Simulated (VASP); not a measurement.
Crystal: SnO.

```
Sn O
1.0
     3.88849    0.00000    0.00000
     0.00000    3.88849    0.00000
     0.00000    0.00000    4.98276
Sn O
2 2
Direct
  0.50000 0.00000 0.76463
  0.00000 0.50000 0.23537
  0.00000 0.00000 0.00000
  0.50000 0.50000 0.00000
```

This cell differs from its parent crystal: volume scaled by 1.06.

Base run:

```yaml
Program: VASP 6.6.1
Functional: PBEsol
Potentials_or_basis: VASP PAW PBE potentials, release 64 (Sn_d, O)
Cutoff: 520 eV
k_mesh: 7 × 7 × 6
Occupations: fermi-dirac, width 0.05 eV
Spin: no spin polarisation
```

Its results: band gap on the k mesh 0.56 eV, indirect (least direct gap 1.92 eV); pressure -5.1 GPa; largest force 0.591 eV/Å.

Question: After a change of settings the same cell gave: band gap on the k mesh 0.76 eV, indirect (least direct gap 2.12 eV); pressure 2.5 GPa; largest force 0.140 eV/Å. Which change was it?
A. functional from PBEsol to BLYP; potentials or basis from VASP PAW PBE potentials, release 64 (Sn_d, O) to VASP PAW PBE potentials, release 64 (Sn_d, O_h); cutoff from 520 eV to 910 eV
B. functional from PBEsol to PBE; dispersion from none to D3(BJ)
C. functional from PBEsol to r2SCAN
D. further incar settings from ALGO = Normal; EDIFF = 1e-06; NBANDS = 28 to ALGO = Normal; EDIFF = 1e-07; NBANDS = 28; dispersion from none to D4

Answer: A.

Caveats: the PAW data sets were made with another functional, which shifts forces and pressure a little; spin-orbit coupling is left out, which moves the levels of the heavy elements; the cutoff is under 1.25 times the usual one of these potentials, so pressure, stress and relaxed cells hold a basis-set (Pulay) error (some runs).
